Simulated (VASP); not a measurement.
Set up this calculation in VASP 6.6.1, as the native input.

```yaml
Task: single point
Functional: PBE
Potentials_or_basis: VASP PAW PBE potentials, release 64 (Zr_sv, Cd, F)
Cutoff: 520 eV
k_mesh: 4 × 4 × 4
Occupations: gaussian, width 0.1 eV
Spin: no spin polarisation
Dipole_correction: no
Further_INCAR_settings: ALGO = Normal; EDIFF = 1e-07; NBANDS = 49
```

The structure of Zr2CdF6 lies in POSCAR:

```
Zr2CdF6
1.0
    0.0000000000      4.0047614500      4.0047614500
    4.0047614500      0.0000000000      4.0047614500
    4.0047614500      4.0047614500      0.0000000000
Zr Cd F
2 1 6
Direct
    0.2500000000      0.2500000000      0.2500000000
    0.7500000000      0.7500000000      0.7500000000
    0.0000000000      0.0000000000      0.0000000000
    0.7500000000      0.2500000000      0.2500000000
    0.2500000000      0.7500000000      0.7500000000
    0.2500000000      0.7500000000      0.2500000000
    0.7500000000      0.2500000000      0.7500000000
    0.2500000000      0.2500000000      0.7500000000
    0.7500000000      0.7500000000      0.2500000000
```

These files were run (other wordings do the same):

INCAR

```
SYSTEM = Zr2CdF6
ALGO = Normal
EDIFF = 1E-7
ENCUT = 520
GGA = PE
ISIF = 2
ISMEAR = 0
LASPH = .TRUE.
LCHARG = .TRUE.
LELF = .TRUE.
LREAL = .FALSE.
LVHAR = .TRUE.
LWAVE = .FALSE.
NBANDS = 49
NELM = 100
PREC = Accurate
SIGMA = 0.1
```

KPOINTS

```
k-points
0
G
  4 4 4
  0 0 0
```

Potentials or basis: VASP PAW PBE potentials, release 64 (Zr_sv, Cd, F).

The run is started by

```console
$ cat potpaw_PBE.64/Zr_sv/POTCAR potpaw_PBE.64/Cd/POTCAR potpaw_PBE.64/F/POTCAR > POTCAR
$ mpirun -np 1 vasp_std > vasp.out
```

It gave:

The pressure is 8.4 GPa and the band gap on the k mesh is zero (band 39 reaches 5.63 eV, above the bottom of band 40 at 4.64 eV).

Wall time 94 s on 1 thread of Intel(R) Xeon(R) Platinum 8175M CPU @ 2.50GHz (Skylake/Cascade Lake) (shared host), peak memory 0.27 GiB.
